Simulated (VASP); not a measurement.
Set up this calculation in VASP 6.6.1, as the native input.

```
Task                   : single point
Functional             : PBE
Potentials or basis    : VASP PAW PBE potentials, release 64 (Ag, Rh_pv)
Cutoff                 : 520 eV
k mesh                 : 11 × 11 × 6
Occupations            : fermi-dirac, width 0.05 eV
Spin                   : no spin polarisation
Dipole correction      : no
Further INCAR settings : ALGO = Normal; EDIFF = 1e-06; NBANDS = 20
```

The structure of AgRh lies in POSCAR:

```
AgRh
1.0
    2.7775881998      0.0000000000      0.0000000000
   -1.3887940999      2.4054619423      0.0000000000
    0.0000000000      0.0000000000      4.8086020000
Ag Rh
1 1
Direct
    0.0000000000      0.0000000000      0.5000000000
    0.6666666667      0.3333333333      0.0000000000
```

One way to write it, as run:

INCAR

```
PREC     = Accurate       # precision mode
ENCUT    = 520            # plane-wave cutoff, eV
EDIFF    = 1E-6           # SCF threshold, eV
ISMEAR   = -1             # smearing method
SIGMA    = 0.05           # smearing width, eV
LREAL    = F              # projectors in reciprocal space
LASPH    = T              # aspherical terms in the spheres
NELM     = 100            # most SCF steps
ALGO     = Normal         # electronic algorithm
ISIF     = 2              # what is computed and relaxed
LWAVE    = F              # write WAVECAR
LCHARG   = F              # write CHGCAR
GGA      = PE             # functional
NBANDS   = 20             # bands
```

KPOINTS

```
regular mesh
0
Gamma
  11 11 6
```

Potentials or basis: VASP PAW PBE potentials, release 64 (Ag, Rh_pv).

Command:

```bash
$ cat potpaw_PBE.64/Ag/POTCAR potpaw_PBE.64/Rh_pv/POTCAR > POTCAR
$ mpirun -np 1 vasp_std > vasp.out
```

It gave:

```json
{
 "Pressure": "-2.4 GPa",
 "Band gap on the k mesh": "zero (band 13 reaches 9.87 eV, above the bottom of band 14 at 8.55 eV)"
}
```

Run time: 19 s on 1 thread of Intel(R) Xeon(R) Platinum 8488C (Sapphire Rapids), with other jobs on the host, peak memory 0.18 GiB.
